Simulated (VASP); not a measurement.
Runs of VASP 6.6.1 on C. The structure is that of space group Fmmm (No. 69), or close to it. The cells are those of the table. 

| cell | gap on the mesh (eV) | pressure (GPa) | largest force (eV/Å) |
| --- | --- | --- | --- |
| a = 2.549, b = 2.549, c = 7.700 Å, angles 90.0, 90.0, 121.3°, 4 atoms | - | (b) | 0.13 |
| a = 2.471, b = 2.471, c = 7.510 Å, angles 90.0, 90.0, 122.6°, 4 atoms | - | (c) | 0.71 |
| a = 2.502, b = 2.502, c = 7.507 Å, angles 90.0, 90.0, 120.0°, 4 atoms | none | -11.5 | - |
| a = 2.478, b = 2.478, c = 7.578 Å, angles 90.0, 90.0, 123.9°, 4 atoms | - | 12.6 | 1.10 |
| a = 2.414, b = 2.414, c = 7.244 Å, angles 90.0, 90.0, 120.0°, 4 atoms | none | 16.2 | - |
| a = 2.464, b = 2.464, c = 7.444 Å, angles 90.0, 90.0, 121.3°, 4 atoms | - | (a) | 0.34 |
| a = 2.596, b = 2.596, c = 7.891 Å, angles 90.0, 90.0, 122.6°, 4 atoms | - | -23.4 | 0.09 |
| a = 2.507, b = 2.507, c = 7.574 Å, angles 90.0, 90.0, 121.3°, 4 atoms | - | -8.3 | 0.23 |

Alike in all rows: task single point; level PBEsol; potentials or basis VASP PAW PBE potentials, release 64 (C); no spin polarisation; k mesh 21 × 21 × 6; cutoff (eV) 520; smearing gaussian 0.15 eV.

**Question.** Estimate the missing entries.

**Answer.** (a) 4.3; (b) -18.3; (c) 8.2.

Caveats: this functional lacks dispersion, which binds the layers, so the pressure and a relaxed spacing across them are unreliable; the PAW data sets were made with another functional, which shifts forces and pressure a little; the cell stands under tension (at least some runs); the cell stands under pressure (at least some runs).

A gap of «none» marks levels without a gap at the run's occupations.
